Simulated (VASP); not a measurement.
Crystal: Rh.

```
Rh
1.0
     2.72486    0.00000    0.00000
    -1.36243    2.35980    0.00000
     0.00000    0.00000    4.38512
Rh
2
Direct
  0.66667 0.33333 0.75000
  0.33333 0.66667 0.25000
```

This isn't the form of Rh at room conditions, which is fcc.

Base run:

* Program: VASP 6.6.1
* Functional: PBE
* Potentials or basis: VASP PAW PBE potentials, release 64 (Rh_pv)
* Cutoff: 500 eV
* k mesh: 21 × 21 × 12
* Occupations: gaussian, width 0.15 eV
* Spin: collinear spin, ferromagnetic start
* Starting moments: [0.375, 0.375] μB
* Fixed moment: 0.75 μB

Its results: pressure 1.0 GPa; site moments Rh +0.38 μB.

**Question.** After a change of settings the same cell gave: pressure 2.5 GPa; site moments Rh +0.63 μB. Which change was it?
A. fixed moment from 0.75 μB to 0.5 μB; moments at the start from [0.38, 0.38] to [0.25, 0.25]
B. fixed moment from 0.75 μB to 1.5 μB; moments at the start from [0.38, 0.38] to [0.75, 0.75]
C. fixed moment from 0.75 μB to 1.25 μB; moments at the start from [0.38, 0.38] to [0.62, 0.62]

**Answer.** C.

Caveats: the total moment is fixed, so each spin has its own Fermi level.
